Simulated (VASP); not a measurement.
# Mg2B3 (P-6m2) in VASP: a series of runs

Runs on Mg2B3. Level: PBE. Tasks: single point.

Everything below comes from runs of VASP 6.6.1. Logs are shortened: lines on timing, memory, paths and dates and some standing lists are left out, and cuts for length are marked.

## 1. The cell of the first run

It takes space group P-6m2 (No. 187, hexagonal). Conventional cell: a = 3.699 Å, b = 3.699 Å, c = 4.542 Å, α = 90.00°, β = 90.00°, γ = 120.00°. Mg (site symmetry -6m2) has 8 B at 2.27 to 2.41 Å within 3.0 Å. Mg (site symmetry -6m2) has 9 B at 2.14 to 2.43 Å within 2.8 Å. Within 2.9 Å of B (site symmetry 3m) lie 5 B at 2.23 to 2.43 Å and 6 Mg at 2.41 to 2.43 Å. B (site symmetry -6m2) has 5 Mg at 2.14 to 2.27 Å and 6 B at 2.43 Å within 2.8 Å.

## 2. Single point, PBE

Input file INCAR:

```
SYSTEM = Mg2B3
ALGO = Normal
EDIFF = 1E-6
ENCUT = 520
GGA = PE
ISIF = 2
ISMEAR = 0
LASPH = .TRUE.
LCHARG = .FALSE.
LREAL = .FALSE.
LWAVE = .FALSE.
NBANDS = 14
NELM = 100
PREC = Accurate
SIGMA = 0.1
```

Input file KPOINTS:

```
k-points
0
G
  6 6 4
  0 0 0
```

Input file POSCAR:

```
Mg2B3
1.0
    3.6989590200      0.0000000000      0.0000000000
   -1.8494795100      3.2033924800      0.0000000000
    0.0000000000      0.0000000000      4.5421876500
Mg B
2 3
Direct
    0.6666666700      0.3333333300      0.5000000000
    0.3333333300      0.6666666700      0.0000000000
    0.0000000000      0.0000000000      0.7454000100
    0.0000000000      0.0000000000      0.2545999900
    0.6666666700      0.3333333300      0.0000000000
```

Potentials or basis: VASP PAW PBE potentials, release 64 (Mg, B).

Launch:

```sh
cat potpaw_PBE.64/Mg/POTCAR potpaw_PBE.64/B/POTCAR > POTCAR
mpirun -np 1 vasp_std > vasp.out
```

OUTCAR:

```text
SYSTEM = Mg2B3
   EDIFF = 1E-6
   ENCUT = 520
   GGA = PE
   ISIF = 2
   ISMEAR = 0
   LASPH = .TRUE.
   LREAL = .FALSE.
   NELM = 100
   PREC = Accurate

 ion  position               nearest neighbor table
   1  0.667  0.333  0.500-   5 2.27   5 2.27   3 2.41   4 2.41   3 2.41   4 2.41   3 2.41   4 2.41
                             2 3.12   2 3.12   2 3.12   2 3.12   2 3.12   2 3.12
   2  0.333  0.667  0.000-   5 2.14   5 2.14   5 2.14   3 2.43   4 2.43   4 2.43   3 2.43   4 2.43
                             3 2.43   1 3.12   1 3.12   1 3.12   1 3.12   1 3.12   1 3.12
   3  0.000  0.000  0.745-   1 2.41   1 2.41   1 2.41   2 2.43   2 2.43   2 2.43
   4  0.000  0.000  0.255-   1 2.41   1 2.41   1 2.41   2 2.43   2 2.43   2 2.43
   5  0.667  0.333  0.000-   2 2.14   2 2.14   2 2.14   1 2.27   1 2.27

  LATTYP: Found a hexagonal cell.
 ALAT       =     3.6989590200
 C/A-ratio  =     1.2279637664

  Lattice vectors:

 A1 = (   3.6989590200,   0.0000000000,   0.0000000000)
 A2 = (  -1.8494795100,   3.2033924800,   0.0000000000)
 A3 = (   0.0000000000,   0.0000000000,   4.5421876500)

Analysis of symmetry for initial positions (statically):
=====================================================================
 Subroutine PRICEL returns:
 Original cell was already a primitive cell.

 Routine SETGRP: Setting up the symmetry group for a
 hexagonal supercell.

 Subroutine GETGRP returns: Found 12 space group operations
 (whereof 12 operations were pure point group operations)
 out of a pool of 24 trial point group operations.

The static configuration has the point symmetry D_3h.

Analysis of symmetry for dynamics (positions and initial velocities):
=====================================================================
 Subroutine PRICEL returns:
 Original cell was already a primitive cell.

 Routine SETGRP: Setting up the symmetry group for a
 hexagonal supercell.

 Subroutine GETGRP returns: Found 12 space group operations
 (whereof 12 operations were pure point group operations)
 out of a pool of 24 trial point group operations.

The dynamic configuration has the point symmetry D_3h.

 Subroutine INISYM returns: Found 12 space group operations
 (whereof 12 operations are pure point group operations),
 and found     1 'primitive' translations

----------------------------------------------------------------------------------------

                                     Primitive cell

  volume of cell :      53.8214

  direct lattice vectors                    reciprocal lattice vectors
     3.698959020  0.000000000  0.000000000     0.270346331  0.156084527  0.000000000
[... 107 lines left out ...]
     AMIX     =   0.40;   BMIX     =  1.00
     AMIX_MAG =   1.60;   BMIX_MAG =  1.00
  volume/ion in A,a.u.               =      10.76        72.64
  Fermi-wavevector in a.u.,A,eV,Ry     =   1.019540  1.926652 14.142743  1.039462
  Thomas-Fermi vector in A             =   2.153060
   LORBIT       =      0    0 simple, 1 ext, 2 COOP (PROOUT), +10 PAW based schemes
   GGA     = PE    functional components
   LHFCALC =     F    Hartree Fock is set to
   AEXX    =    0.0000 exact exchange contribution
   IVDW    =     0    specifies the selected vdW correction
   LEPSILON=     F    determine dielectric tensor
   LRPA    =     F    only Hartree local field effects (RPA)
 non-spin polarized calculation
 Gauss-broadening in eV      SIGMA  =   0.10
  energy-cutoff  :      520.00
  volume of cell :       53.82
 maximum number of plane-waves:      1479
 NGX is ok and might be reduce to    28
   NGX = 13   NGY = 13   NGZ = 17

 number of electron      13.0000000 magnetization

 Free energy of the ion-electron system (eV)
  ---------------------------------------------------
  ext. energy  EPLUGINS =         0.00000000
  ---------------------------------------------------
  free energy    TOTEN  =       -17.53522409 eV

  energy without entropy =      -17.52307265  energy(sigma->0) =      -17.52914837

 E-fermi :   5.3543     XC(G=0): -10.6593

 val. band max:        5.3368845016   @ k =   0.1667   0.0000   0.5000
 cond. band min:       5.3736340665   @ k =   0.3333   0.0000   0.2500
 fundamental gap:      0.0367495650
 Fermi energy:         5.3543374104

 k-point     1 :       0.0000    0.0000    0.0000
  band No.  band energies     occupation
      1      -7.0299      2.00000
      2      -0.7231      2.00000
      3      -0.4294      2.00000
      4       2.9722      2.00000
      5       2.9722      2.00000
      6       5.1929      1.97760
      7       6.2126      0.00000
      8       6.2126      0.00000
      9       8.0081      0.00000
     10       8.0081      0.00000
     11       9.2007      0.00000
     12      10.5264      0.00000
     13      13.6996      0.00000
     14      13.6996      0.00000
[... 326 lines left out ...]
      1      -3.0299      2.00000
      2      -2.7346      2.00000
      3      -1.8225      2.00000
      4      -0.0739      2.00000
      5       0.4373      2.00000
      6       1.9011      2.00000
      7       8.3314      0.00000
      8       8.5529      0.00000
      9       8.9873      0.00000
     10       9.1804      0.00000
     11       9.1814      0.00000
     12      11.0431      0.00000
     13      12.5076      0.00000
     14      13.4773      0.00000

------------------------ aborting loop because EDIFF is reached ----------------------------------------

  FORCE on cell =-STRESS in cart. coord.  units (eV):
  Direction    XX          YY          ZZ          XY          YZ          ZX
  --------------------------------------------------------------------------------------
  -------------------------------------------------------------------------------------
  Total        3.2972339      3.2972339      2.2612290      0.0000000     -0.0000000     -0.0000000
  in kB       98.1534564     98.1534564     67.3132223      0.0000000     -0.0000000     -0.0000000
  external PRESSURE =      87.8733784 kB  Pullay stress =       0.0000000 kB

 VOLUME and BASIS-vectors are now :
 -----------------------------------------------------------------------------
  energy-cutoff  :      520.00
  volume of cell :       53.82
      direct lattice vectors                 reciprocal lattice vectors
     3.698959020  0.000000000  0.000000000     0.270346331  0.156084527  0.000000000
    -1.849479510  3.203392480  0.000000000     0.000000000  0.312169054  0.000000000
     0.000000000  0.000000000  4.542187650     0.000000000  0.000000000  0.220158231

 POSITION                                       TOTAL-FORCE (eV/Angst)
 -----------------------------------------------------------------------------------
      1.84948      1.06780      2.27109        -0.000000     -0.000000      0.000000
     -0.00000      2.13559      0.00000        -0.000000      0.000000      0.000000
      0.00000      0.00000      3.38575         0.000000      0.000000     -0.779902
      0.00000      0.00000      1.15644         0.000000      0.000000      0.779902
      1.84948      1.06780      0.00000        -0.000000      0.000000      0.000000
 -----------------------------------------------------------------------------------
    total drift:                               -0.000002      0.000001     -0.000000

  FREE ENERGIE OF THE ION-ELECTRON SYSTEM (eV)
  ---------------------------------------------------
  free  energy   TOTEN  =       -17.5352240856 eV

  energy  without entropy=      -17.5230726488  energy(sigma->0) =      -17.52914837
```

OSZICAR:

```text
N       E                     dE             d eps       ncg     rms          rms(c)
DAV:   1     0.147711610592E+02    0.14771E+02   -0.49003E+03   588   0.741E+02
DAV:   2    -0.169250660134E+02   -0.31696E+02   -0.29063E+02   756   0.120E+02
DAV:   3    -0.181986387063E+02   -0.12736E+01   -0.12597E+01   744   0.205E+01
DAV:   4    -0.182066897037E+02   -0.80510E-02   -0.80495E-02   698   0.177E+00
DAV:   5    -0.182067403482E+02   -0.50644E-04   -0.50639E-04   774   0.154E-01    0.329E+00
DAV:   6    -0.176741388890E+02    0.53260E+00   -0.60426E-01   600   0.384E+00    0.179E+00
DAV:   7    -0.175466336329E+02    0.12751E+00   -0.25474E-01   738   0.247E+00    0.730E-01
DAV:   8    -0.175367823470E+02    0.98513E-02   -0.23060E-02   660   0.810E-01    0.330E-01
DAV:   9    -0.175352813454E+02    0.15010E-02   -0.22280E-03   672   0.360E-01    0.440E-02
DAV:  10    -0.175352241640E+02    0.57181E-04   -0.22499E-04   684   0.845E-02    0.216E-02
DAV:  11    -0.175352233519E+02    0.81213E-06   -0.20415E-05   744   0.291E-02    0.981E-03
DAV:  12    -0.175352240856E+02   -0.73368E-06   -0.22493E-06   658   0.955E-03
   1 F= -.17535224E+02 E0= -.17529148E+02  d E =-.121514E-01
```

Wall time 6.7 s (1 thread of Intel Xeon 6975P-C (Granite Rapids), shared host); peak memory 0.17 GiB.

Results:

| Property | Result |
| --- | --- |
| Free energy | -17.5352 eV |
| Pressure | 8.8 GPa |
| Largest force | 0.780 eV/Å |

Forces in eV/Å, atoms in the order of the input:
```
Mg   0.000  0.000  0.000
Mg   0.000  0.000  0.000
B    0.000  0.000 -0.780
B    0.000  0.000  0.780
B    0.000  0.000  0.000
```

Levels at points of the mesh, in eV from the Fermi level:
```
           k point  band 4  band 5  band 6  band 7  band 8  band 9
(0.00, 0.00, 0.00)   -2.38   -2.38   -0.16    0.86    0.86    2.65
(0.50, 0.00, 0.00)   -3.95   -3.93   -2.59   -1.52    1.45    1.82
(0.00, 0.00, 0.50)   -1.83   -0.70   -0.09    0.36    0.36    1.84
(0.50, 0.00, 0.50)   -5.31   -3.33   -0.84   -0.12    0.70    3.43
```

## 3. Single point, PBE

This run uses another cell than the first one, of 12.22 Å³/atom, 1.136 times its volume.

Input file INCAR:

```
PREC = Accurate
ENCUT = 520
EDIFF = 1E-7
ISMEAR = 0
SIGMA = 0.1
LREAL = F
LASPH = T
NELM = 80
ALGO = Normal
ISIF = 2
LWAVE = F
LCHARG = T
GGA = PE
LELF = T
LVHAR = T
NBANDS = 14
```

Input file KPOINTS:

```
Automatic mesh
0
Gamma
  6 6 4
```

Input file POSCAR:

```
Mg2B3
1.0
    3.8877055478      0.0000000000      0.0000000000
   -1.9438527739      3.3668517668      0.0000000000
    0.0000000000      0.0000000000      4.6696395725
Mg B
2 3
Direct
    0.6666666667      0.3333333333      0.5000000000
    0.3333333333      0.6666666667      0.0000000000
    0.0000000000      0.0000000000      0.6739209166
    0.0000000000      0.0000000000      0.3260790834
    0.6666666667      0.3333333333      0.0000000000
```

Potentials or basis: VASP PAW PBE potentials, release 64 (Mg, B).

Launch:

```sh
cat potpaw_PBE.64/Mg/POTCAR potpaw_PBE.64/B/POTCAR > POTCAR
mpirun -np 1 vasp_std > vasp.out
```

Run time: 9 s. Hardware: 1 thread of Intel Xeon 6975P-C (Granite Rapids), shared host; peak memory 0.18 GiB.

It converged, with:

* Free energy: -18.5078 eV
* Pressure: 0.0 GPa
* Largest force: 0.019 eV/Å

Forces on the atoms (eV/Å):
```
Mg   0.000  0.000  0.000
Mg   0.000  0.000  0.000
B    0.000  0.000  0.019
B    0.000  0.000 -0.019
B    0.000  0.000  0.000
```

Stress tensor (GPa, compression positive):
```
-0.04  0.00  0.00
 0.00 -0.04  0.00
 0.00  0.00  0.12
```

Levels at points of the mesh, in eV from the Fermi level:
```csv
k point,band 5,band 6,band 7,band 8,band 9,band 10
"(0.00, 0.00, 0.00)",-1.53,0.87,0.87,1.13,3.46,3.91
"(0.50, 0.00, 0.00)",-2.84,-1.48,-1.37,1.75,2.08,3.00
"(0.00, 0.00, 0.50)",-0.62,-0.12,-0.12,0.17,3.32,3.32
"(0.50, 0.00, 0.50)",-1.45,-1.41,-0.07,0.68,2.32,4.92
```
